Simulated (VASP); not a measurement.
# SnSe (Fm-3m) in VASP: further runs, part 2 of 2

VASP 6.6.1.

## (3) Single point, r2SCAN (volume changed by -6%)

File POSCAR:

```
SnSe
1.0
    0.0000000000      2.9408283485      2.9408283485
    2.9408283485      0.0000000000      2.9408283485
    2.9408283485      2.9408283485      0.0000000000
Sn Se
1 1
Direct
    0.0000000000      0.0000000000      0.0000000000
    0.5000000000      0.5000000000      0.5000000000
```

File INCAR.step1:

```
PREC     = Accurate       # precision mode
ENCUT    = 520            # plane-wave cutoff, eV
ISMEAR   = -1             # smearing method
SIGMA    = 0.02           # smearing width, eV
LREAL    = F              # projectors in reciprocal space
LASPH    = T              # aspherical terms in the spheres
NELM     = 100            # most SCF steps
NBANDS   = 17             # bands
GGA      = PE             # functional
ALGO     = Normal         # electronic algorithm
EDIFF    = 1E-4           # SCF threshold, eV
LWAVE    = T              # write WAVECAR
LCHARG   = F              # write CHGCAR
```

File INCAR.step2:

```
PREC     = Accurate       # precision mode
ENCUT    = 520            # plane-wave cutoff, eV
EDIFF    = 1E-6           # SCF threshold, eV
ISMEAR   = -1             # smearing method
SIGMA    = 0.02           # smearing width, eV
LREAL    = F              # projectors in reciprocal space
LASPH    = T              # aspherical terms in the spheres
NELM     = 100            # most SCF steps
ALGO     = Normal         # electronic algorithm
ISIF     = 2              # what is computed and relaxed
LWAVE    = F              # write WAVECAR
LCHARG   = T              # write CHGCAR
METAGGA  = R2SCAN         # meta-GGA
LMIXTAU  = T            
LELF     = T              # ELF
LVHAR    = T            
NBANDS   = 17             # bands
ISTART   = 1
```

File KPOINTS:

```
regular mesh
0
Gamma
  6 6 6
```

Potentials or basis: VASP PAW PBE potentials, release 64 (Sn_d, Se).

Command:

```console
$ cat potpaw_PBE.64/Sn_d/POTCAR potpaw_PBE.64/Se/POTCAR > POTCAR
$ cp INCAR.step1 INCAR
$ mpirun -np 1 vasp_std > vasp.out
$ cp INCAR.step2 INCAR
$ mpirun -np 1 vasp_std > vasp.out
```

OUTCAR:

```text
PREC = Accurate
   ENCUT = 520
   EDIFF = 1E-6
   ISMEAR = -1
   LREAL = F
   LASPH = T
   NELM = 100
   ISIF = 2
   METAGGA = R2SCAN
   ISTART = 1

 ion  position               nearest neighbor table
   1  0.000  0.000  0.000-   2 2.94   2 2.94   2 2.94   2 2.94   2 2.94   2 2.94
   2  0.500  0.500  0.500-   1 2.94   1 2.94   1 2.94   1 2.94   1 2.94   1 2.94

  LATTYP: Found a face centered cubic cell.
 ALAT       =     5.8816566970

  Lattice vectors:

 A1 = (   0.0000000000,   2.9408283485,   2.9408283485)
 A2 = (   2.9408283485,   0.0000000000,   2.9408283485)
 A3 = (   2.9408283485,   2.9408283485,   0.0000000000)

Analysis of symmetry for initial positions (statically):
[... 5 lines left out ...]
 face centered cubic supercell.

 Subroutine GETGRP returns: Found 48 space group operations
 (whereof 48 operations were pure point group operations)
 out of a pool of 48 trial point group operations.

The static configuration has the point symmetry O_h .

Analysis of symmetry for dynamics (positions and initial velocities):
[... 5 lines left out ...]
 face centered cubic supercell.

 Subroutine GETGRP returns: Found 48 space group operations
 (whereof 48 operations were pure point group operations)
 out of a pool of 48 trial point group operations.

The dynamic configuration has the point symmetry O_h .

 Subroutine INISYM returns: Found 48 space group operations
 (whereof 48 operations are pure point group operations),
 and found     1 'primitive' translations

----------------------------------------------------------------------------------------

                                     Primitive cell

  volume of cell :      50.8673

  direct lattice vectors                    reciprocal lattice vectors
     0.000000000  2.940828349  2.940828349    -0.170020124  0.170020124  0.170020124
     2.940828349  0.000000000  2.940828349     0.170020124 -0.170020124  0.170020124
     2.940828349  2.940828349  0.000000000     0.170020124  0.170020124 -0.170020124
[... 89 lines left out ...]
   EFERMI =   0.00;   METHOD = LEGACY
   ISMEAR =    -1;   SIGMA  =   0.02  broadening in eV -4-tet -1-fermi 0-gaus
   EFERMI_NEDOS =   21; number of points for ismear=-14 and -15
   IALGO  =     38    algorithm
   IMIX   =      4    mixing-type and parameters
     AMIX     =   0.40;   BMIX     =  1.00
     AMIX_MAG =   1.60;   BMIX_MAG =  1.00
  volume/ion in A,a.u.               =      25.43       171.63
  Fermi-wavevector in a.u.,A,eV,Ry     =   1.199329  2.266404 19.570499  1.438391
  Thomas-Fermi vector in A             =   2.335195
   LORBIT       =      0    0 simple, 1 ext, 2 COOP (PROOUT), +10 PAW based schemes
   METAGGA = R2SCAN    functional components
   LHFCALC =     F    Hartree Fock is set to
   AEXX    =    0.0000 exact exchange contribution
   IVDW    =     0    specifies the selected vdW correction
   LEPSILON=     F    determine dielectric tensor
   LRPA    =     F    only Hartree local field effects (RPA)
 non-spin polarized calculation
  energy-cutoff  :      520.00
  volume of cell :       50.87
 maximum number of plane-waves:      1382
   NGX = 15   NGY = 15   NGZ = 15

 number of electron      19.9999996 magnetization

 Free energy of the ion-electron system (eV)
  ---------------------------------------------------
  ext. energy  EPLUGINS =         0.00000000
  ---------------------------------------------------
  free energy    TOTEN  =       -39.85434741 eV

  energy without entropy =      -39.85434741  energy(sigma->0) =      -39.85434741

 E-fermi :   6.8583     XC(G=0): -10.5443

 val. band max:        6.4704684708   @ k =   0.5000   0.0000   0.0000
 cond. band min:       7.2660589125   @ k =   0.5000   0.0000   0.0000
 fundamental gap:      0.7955904417
 Fermi energy:         6.8582892926

 k-point     1 :       0.0000    0.0000    0.0000
  band No.  band energies     occupation
      1     -16.0368      2.00000
      2     -16.0368      2.00000
      3     -16.0299      2.00000
      4     -16.0299      2.00000
      5     -16.0299      2.00000
      6      -8.7423      2.00000
[... 297 lines left out ...]
      4     -16.0142      2.00000
      5     -16.0056      2.00000
      6      -7.2090      2.00000
[... 9 lines left out ...]
     16      18.4050      0.00000
     17      19.7387      0.00000

------------------------ aborting loop because EDIFF is reached ----------------------------------------

  FORCE on cell =-STRESS in cart. coord.  units (eV):
  Direction    XX          YY          ZZ          XY          YZ          ZX
  --------------------------------------------------------------------------------------
  -------------------------------------------------------------------------------------
  Total        1.2073931      1.2073931      1.2073931     -0.0000000      0.0000000      0.0000000
  in kB       38.0294690     38.0294690     38.0294690     -0.0000000      0.0000000      0.0000000
  external PRESSURE =      38.0294690 kB  Pullay stress =       0.0000000 kB

 VOLUME and BASIS-vectors are now :
 -----------------------------------------------------------------------------
  energy-cutoff  :      520.00
  volume of cell :       50.87
      direct lattice vectors                 reciprocal lattice vectors
     0.000000000  2.940828349  2.940828349    -0.170020124  0.170020124  0.170020124
     2.940828349  0.000000000  2.940828349     0.170020124 -0.170020124  0.170020124
     2.940828349  2.940828349  0.000000000     0.170020124  0.170020124 -0.170020124

 POSITION                                       TOTAL-FORCE (eV/Angst)
 -----------------------------------------------------------------------------------
      0.00000      0.00000      0.00000         0.000000     -0.000000     -0.000000
      2.94083      2.94083      2.94083        -0.000000      0.000000      0.000000
 -----------------------------------------------------------------------------------
    total drift:                                0.000000     -0.000000     -0.000000

  FREE ENERGIE OF THE ION-ELECTRON SYSTEM (eV)
  ---------------------------------------------------
  free  energy   TOTEN  =       -39.8543474098 eV

  energy  without entropy=      -39.8543474097  energy(sigma->0) =      -39.85434741
```

OSZICAR.step1:

```text
N       E                     dE             d eps       ncg     rms          rms(c)
DAV:   1     0.131689097654E+03    0.13169E+03   -0.98067E+03   554   0.149E+03
DAV:   2     0.359700659588E+01   -0.12809E+03   -0.12407E+03   568   0.342E+02
DAV:   3    -0.801430693239E+01   -0.11611E+02   -0.11530E+02   637   0.914E+01
DAV:   4    -0.830985773384E+01   -0.29555E+00   -0.29528E+00   660   0.154E+01
DAV:   5    -0.831784700228E+01   -0.79893E-02   -0.79891E-02   726   0.253E+00    0.352E+00
DAV:   6    -0.817652579867E+01    0.14132E+00   -0.32295E-01   791   0.353E+00    0.217E+00
DAV:   7    -0.817409868850E+01    0.24271E-02   -0.69951E-02   631   0.123E+00    0.958E-01
DAV:   8    -0.817549275751E+01   -0.13941E-02   -0.68640E-03   689   0.747E-01    0.855E-02
DAV:   9    -0.817544547197E+01    0.47286E-04   -0.95416E-04   726   0.282E-01
   1 F= -.81754455E+01 E0= -.81754455E+01  d E =-.233447E-10
```

It took 30 s on 1 thread of Intel Xeon 6975P-C, shared host; peak memory 0.19 GiB.

Results:

```
Free energy            : -39.8543 eV
Pressure               : 3.8 GPa
Band gap on the k mesh : 0.80 eV, direct
```

Caveat: the cell differs from its parent crystal (volume changed by -6%); the PAW data sets were made with another functional, which shifts forces and pressure a little; spin-orbit coupling is left out, which moves the levels of the heavy elements.

## (4) Single point, r2SCAN (volume changed by -3%)

File POSCAR:

```
SnSe
1.0
    0.0000000000      2.9717867114      2.9717867114
    2.9717867114      0.0000000000      2.9717867114
    2.9717867114      2.9717867114      0.0000000000
Sn Se
1 1
Direct
    0.0000000000      0.0000000000      0.0000000000
    0.5000000000      0.5000000000      0.5000000000
```

File INCAR.step1:

```
ALGO = Normal
EDIFF = 1E-4
ENCUT = 520
GGA = PE
ISMEAR = -1
LASPH = T
LCHARG = F
LREAL = F
LWAVE = T
NBANDS = 17
NELM = 100
PREC = Accurate
SIGMA = 0.02
```

File INCAR.step2:

```
ALGO = Normal
EDIFF = 1E-6
ENCUT = 520
ISIF = 2
ISMEAR = -1
ISTART = 1
LASPH = T
LCHARG = F
LMIXTAU = T
LREAL = F
LWAVE = F
METAGGA = R2SCAN
NBANDS = 17
NELM = 100
PREC = Accurate
SIGMA = 0.02
```

File KPOINTS:

```
k-points
0
Gamma
  6 6 6
```

Command:

```console
$ cat potpaw_PBE.64/Sn_d/POTCAR potpaw_PBE.64/Se/POTCAR > POTCAR
$ cp INCAR.step1 INCAR
$ mpirun -np 1 vasp_std > vasp.out
$ cp INCAR.step2 INCAR
$ mpirun -np 1 vasp_std > vasp.out
```

Wall time 31 s (1 thread of Intel Xeon 6975P-C, shared host); peak memory 0.19 GiB.

It converged, with:

* Free energy: -39.8826 eV
* Pressure: 1.7 GPa
* Band gap on the k mesh: 0.64 eV, direct

Levels at points of the mesh, in eV from the valence-band top:
```tsv
k point	band 6	band 7	band 8	band 9	band 10	band 11	band 12	band 13	band 14	band 15
(0.00, 0.00, 0.00)	-14.99	-5.10	-2.74	-2.74	-2.74	4.53	4.53	4.53	6.01	6.01
(0.50, 0.00, 0.00)	-13.93	-8.77	-2.47	-2.47	0.00	0.64	1.13	1.13	8.71	10.56
(0.50, 0.50, 0.00)	-13.59	-6.34	-6.21	-4.28	-4.28	3.01	5.71	5.71	6.44	10.75
```

Caveat: the cell differs from its parent crystal (volume changed by -3%); the PAW data sets were made with another functional, which shifts forces and pressure a little; spin-orbit coupling is left out, which moves the levels of the heavy elements. A k mesh can miss the band edges.

## (5) Single point, r2SCAN

This run uses another cell than the first one, of 27.06 Å³/atom, 0.919 times its volume.

File POSCAR:

```
SnSe
1.0
    0.0000000000      3.0021131602      3.0021131602
    3.0021131602      0.0000000000      3.0021131602
    3.0021131602      3.0021131602      0.0000000000
Sn Se
1 1
Direct
    0.0000000000      0.0000000000      0.0000000000
    0.5000000000      0.5000000000      0.5000000000
```

File INCAR.step1:

```
PREC = Accurate
ENCUT = 520
ISMEAR = -1
SIGMA = 0.02
LREAL = False
LASPH = True
NELM = 100
NBANDS = 17
GGA = PE
ALGO = Normal
EDIFF = 1E-4
LWAVE = True
LCHARG = False
```

File INCAR.step2:

```
PREC = Accurate
ENCUT = 520
EDIFF = 1E-7
ISMEAR = -1
SIGMA = 0.02
LREAL = False
LASPH = True
NELM = 100
ALGO = Normal
ISIF = 2
LWAVE = False
LCHARG = True
METAGGA = R2SCAN
LMIXTAU = True
LELF = True
LVHAR = True
NBANDS = 17
ISTART = 1
```

File KPOINTS:

```
Automatic mesh
0
Gamma
  6 6 6
```

Command:

```console
$ cat potpaw_PBE.64/Sn_d/POTCAR potpaw_PBE.64/Se/POTCAR > POTCAR
$ cp INCAR.step1 INCAR
$ mpirun -np 1 vasp_std > vasp.out
$ cp INCAR.step2 INCAR
$ mpirun -np 1 vasp_std > vasp.out
```

It took 40 s on 1 thread of Intel Xeon 6975P-C, shared host; peak memory 0.19 GiB.

The run converged. Its results:

```yaml
Free_energy: -39.8915 eV
Pressure: 0.0 GPa
Band_gap_on_the_k_mesh: 0.49 eV, direct
```

Levels at points of the mesh, in eV from the valence-band top:
| k point | band 8 | band 9 | band 10 | band 11 | band 12 | band 13 |
| --- | --- | --- | --- | --- | --- | --- |
| (0.00, 0.00, 0.00) | -2.67 | -2.67 | -2.67 | 4.39 | 4.39 | 4.39 |
| (0.50, 0.00, 0.00) | -2.40 | -2.40 | 0.00 | 0.49 | 1.13 | 1.13 |
| (0.50, 0.50, 0.00) | -6.00 | -4.14 | -4.14 | 3.09 | 5.51 | 5.51 |

Caveat: the PAW data sets were made with another functional, which shifts forces and pressure a little; spin-orbit coupling is left out, which moves the levels of the heavy elements. A k mesh can miss the band edges.

## (6) Single point, r2SCAN (volume changed by +3%)

File POSCAR:

```
SnSe
1.0
    0.0000000000      3.0318389860      3.0318389860
    3.0318389860      0.0000000000      3.0318389860
    3.0318389860      3.0318389860      0.0000000000
Sn Se
1 1
Direct
    0.0000000000      0.0000000000      0.0000000000
    0.5000000000      0.5000000000      0.5000000000
```

File INCAR.step1:

```
SYSTEM = SnSe
PREC     = Accurate       ! precision mode
ENCUT    = 520            ! plane-wave cutoff, eV
ISMEAR   = -1             ! smearing method
SIGMA    = 0.02           ! smearing width, eV
LREAL    = .False.        ! projectors in reciprocal space
LASPH    = .True.         ! aspherical terms in the spheres
NELM     = 60             ! most SCF steps
NBANDS   = 17             ! bands
GGA      = PE             ! functional
ALGO     = Normal         ! electronic algorithm
EDIFF    = 1E-4           ! SCF threshold, eV
LWAVE    = .True.         ! write WAVECAR
LCHARG   = .False.        ! write CHGCAR
```

File INCAR.step2:

```
SYSTEM = SnSe
PREC     = Accurate       ! precision mode
ENCUT    = 520            ! plane-wave cutoff, eV
EDIFF    = 1E-6           ! SCF threshold, eV
ISMEAR   = -1             ! smearing method
SIGMA    = 0.02           ! smearing width, eV
LREAL    = .False.        ! projectors in reciprocal space
LASPH    = .True.         ! aspherical terms in the spheres
NELM     = 60             ! most SCF steps
ALGO     = Normal         ! electronic algorithm
ISIF     = 2              ! what is computed and relaxed
LWAVE    = .False.        ! write WAVECAR
LCHARG   = .False.        ! write CHGCAR
METAGGA  = R2SCAN         ! meta-GGA
LMIXTAU  = .True.       
NBANDS   = 17             ! bands
ISTART   = 1
```

File KPOINTS:

```
regular mesh
0
Gamma
  6 6 6
  0 0 0
```

Potentials or basis: VASP PAW PBE potentials, release 64 (Sn_d, Se).

Command:

```console
$ cat potpaw_PBE.64/Sn_d/POTCAR potpaw_PBE.64/Se/POTCAR > POTCAR
$ cp INCAR.step1 INCAR
$ mpirun -np 1 vasp_std > vasp.out
$ cp INCAR.step2 INCAR
$ mpirun -np 1 vasp_std > vasp.out
```

Wall time 37 s (1 thread of Intel Xeon 6975P-C, shared host); peak memory 0.18 GiB.

It converged, with:

- Free energy: -39.8840 eV
- Pressure: -1.5 GPa
- Band gap on the k mesh: 0.36 eV, direct

Levels at points of the mesh, in eV from the valence-band top:
```tsv
k point	band 8	band 9	band 10	band 11	band 12	band 13
(0.00, 0.00, 0.00)	-2.59	-2.59	-2.59	4.26	4.26	4.26
(0.50, 0.00, 0.00)	-2.33	-2.33	0.00	0.36	1.14	1.14
(0.50, 0.50, 0.00)	-5.81	-4.01	-4.01	3.18	5.32	5.32
```

Caveat: the cell differs from its parent crystal (volume changed by +3%); the PAW data sets were made with another functional, which shifts forces and pressure a little; spin-orbit coupling is left out, which moves the levels of the heavy elements. A k mesh can miss the band edges.

## (7) Summary

```csv
level,cell,gap on the mesh (eV),pressure (GPa)
PBE,"a = 4.366 Å, angles 60.0°, 2 atoms",0.27,-2.8
r2SCAN,"a = 4.159 Å, angles 60.0°, 2 atoms",0.80,3.8
r2SCAN,"a = 4.203 Å, angles 60.0°, 2 atoms",0.64,1.7
r2SCAN,"a = 4.246 Å, angles 60.0°, 2 atoms",0.49,0.0
r2SCAN,"a = 4.288 Å, angles 60.0°, 2 atoms",0.36,-1.5
```

Alike in all rows: task single point; potentials or basis VASP PAW PBE potentials, release 64 (Sn_d, Se); no spin polarisation; k mesh 6 × 6 × 6; cutoff (eV) 520; smearing fermi-dirac 0.02 eV.

Caveats: spin-orbit coupling is left out, which moves the levels of the heavy elements; the PAW data sets were made with another functional, which shifts forces and pressure a little (some runs).

Absolute energies hang on the potentials; compare differences alone.
